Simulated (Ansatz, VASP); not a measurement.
**MgSe: VASP beside Ansatz**

```
Mg Se
1.0
     0.00000    2.73627    2.73627
     2.73627    0.00000    2.73627
     2.73627    2.73627    0.00000
Mg Se
1 1
Direct
  0.00000 0.00000 0.00000
  0.50000 0.50000 0.50000
```

Alike in both runs: task single point; functional PBE-based screened hybrid; k mesh 4 × 4 × 4; no spin polarisation.

|  | VASP | Ansatz |
| --- | --- | --- |
| version | VASP 6.6.1 | Ansatz 0.2.0 |
| potentials or method | VASP PAW PBE potentials, release 64 (Mg, Se) | plane waves |
| plane-wave cutoff (eV) | 520 | 420 |
| occupations | gaussian, width 0.01 eV | fixed |
| valence electrons in the cell | 8 | 26 |

Ansatz gave:

| Item | Value |
| --- | --- |
| gap on the k mesh at the Fermi level (eV) | 3.02 |
| pressure (GPa) | -0.4 |

Question: What did VASP give for the same quantities?

Answer: gap on the k mesh at the Fermi level (eV): 2.99; pressure (GPa): -0.9.

VASP's potentials were made for PBE, not for PBE-based screened hybrid. VASP's potentials hold 8 valence electrons a cell and Ansatz's 26, so a difference there can come from the potentials and not from the codes. Ansatz's warnings: stress exchange threshold loose, stress scf threshold loose.

The k mesh is coarse, so the values compare programs but aren't converged.
